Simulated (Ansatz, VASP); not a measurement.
SnO in VASP and in Ansatz

```
Sn O
1.0
     3.11230    0.00890    0.00890
     0.00890    3.11230    0.00890
     0.00890    0.00890    3.11230
Sn O
1 1
Direct
  0.00000 0.00000 0.00000
  0.50000 0.50000 0.50000
```

Change from the starting cell: shear_111 strain +0.9%.

Alike in both runs: task single point; functional PBE; k mesh 8 × 8 × 8; occupations fermi-dirac, width 0.02 eV; no spin polarisation.

```csv
,VASP,Ansatz
version,VASP 6.6.1,Ansatz 0.2.0
potentials or method,"VASP PAW PBE potentials, release 64 (Sn_d, O)","plane waves, PAW"
plane-wave cutoff (eV),600,420
valence electrons in the cell,20,20
```

VASP gave:

* pressure (GPa): 2.0
* traceless stress, the component that is largest in VASP (GPa): 0.07

Problem. Estimate Ansatz's values.

Solution. Pressure (GPa): 2.1; traceless stress, the component that is largest in VASP (GPa): 0.08.
